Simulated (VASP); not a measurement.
# InSb: single point with PBE

Crystal: InSb.

```xyz
2
Lattice="0.0000 3.4245 3.4245 3.4245 0.0000 3.4245 3.4245 3.4245 0.0000" Properties=species:S:1:pos:R:3 pbc="T T T"
In    0.0000    0.0000    0.0000
Sb    1.7122    1.7122    1.7122
```

This cell differs from its parent crystal: volume scaled by 1.10.

* Program: VASP 6.6.1
* Task: single point
* Functional: PBE
* Potentials or basis: VASP PAW PBE potentials, release 64 (In_d, Sb)
* Cutoff: 520 eV
* k mesh: 14 × 14 × 14
* Occupations: gaussian, width 0.1 eV
* Spin: no spin polarisation

```
Pressure               : -2.8 GPa
Band gap on the k mesh : zero (filled and empty bands touch)
```

Levels at points of the mesh, in eV from the Fermi level:
```csv
k point,band 6,band 7,band 8,band 9,band 10,band 11,band 12,band 13
"(0.00, 0.00, 0.00)",-9.87,-1.17,-0.08,-0.08,-0.08,2.87,2.87,2.87
"(0.50, 0.00, 0.00)",-8.88,-5.03,-0.86,-0.86,0.20,3.67,3.67,5.99
"(0.50, 0.50, 0.00)",-8.46,-5.36,-1.85,-1.85,1.28,1.52,7.10,7.10
```

Run time: 120 s on 1 thread of Intel Xeon 6975P-C, with other jobs on the host, peak memory 0.3 GiB.

Caveat: spin-orbit coupling is left out, which moves the levels of the heavy elements.
